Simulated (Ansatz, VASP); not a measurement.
Given: the input of a run of Ansatz 0.2.0 on AgCl.

File input.yaml:

```yaml
crystal:
  lattice:
    - [0.0, 2.7709909694, 2.7709909694]
    - [2.7709909694, 0.0, 2.7709909694]
    - [2.7709909694, 2.7709909694, 0.0]
  atoms:
    - { symbol: Ag, position: [0.0, 0.0, 0.0] }
    - { symbol: Cl, position: [0.5, 0.5, 0.5] }
kpoints:
  mp_grid: { grid: [8, 8, 8] }
scf:
  occupations: { method: fermi_dirac, width: 0.05 }
hamiltonian:
  xc: pbesol
  pseudopotentials: { kind: all_electron, lapw: { basis_error: 0.0005 } }
output:
  forces: true
  stress: true
  eigenvalues: true
```

Potentials or basis: all-electron LAPW, scalar-relativistic.

Run with:

```sh
$ ansatz run input.yaml --threads 1 --pin off --max-ram 3072MiB --backend cpu --events-out ev --progress --plain --runs-dir out
```

Q: Set up the same calculation for VASP 6.6.1. Potentials there: VASP PAW PBE potentials, release 64 (Ag, Cl).

A: As run (the cutoff follows the program's own potentials):

File INCAR:

```
SYSTEM = AgCl
PREC     = Accurate       ! precision mode
ENCUT    = 520            ! plane-wave cutoff, eV
EDIFF    = 1E-7           ! SCF threshold, eV
ISMEAR   = -1             ! smearing method
SIGMA    = 0.05           ! smearing width, eV
LREAL    = .FALSE.        ! projectors in reciprocal space
LASPH    = .TRUE.         ! aspherical terms in the spheres
NELM     = 100            ! most SCF steps
ALGO     = Normal         ! electronic algorithm
ISIF     = 2              ! what is computed and relaxed
LWAVE    = .FALSE.        ! write WAVECAR
LCHARG   = .FALSE.        ! write CHGCAR
GGA      = PS             ! functional
NBANDS   = 16             ! bands
```

KPOINTS

```
Automatic mesh
0
G
  8 8 8
  0 0 0
```

POSCAR

```
AgCl
1.0
    0.0000000000      2.7709909694      2.7709909694
    2.7709909694      0.0000000000      2.7709909694
    2.7709909694      2.7709909694      0.0000000000
Ag Cl
1 1
Direct
    0.0000000000      0.0000000000      0.0000000000
    0.5000000000      0.5000000000      0.5000000000
```

Potentials or basis: VASP PAW PBE potentials, release 64 (Ag, Cl).

Launch:

```bash
$ cat potpaw_PBE.64/Ag/POTCAR potpaw_PBE.64/Cl/POTCAR > POTCAR
$ mpirun -np 1 vasp_std > vasp.out
```

Both were run:

|  | VASP | Ansatz | Ansatz less VASP |
| --- | --- | --- | --- |
| gap on the k mesh at the Fermi level (eV) | 0.73 | 0.73 | +0.005 |
| least direct gap on the mesh (eV) | 3.05 | 3.05 | +0.004 |
| pressure (GPa) | -2.6 | -2.5 | +0.10 |

VASP's potentials were made for PBE, not for PBEsol. Ansatz ran all-electron here, and VASP with PAW potentials.
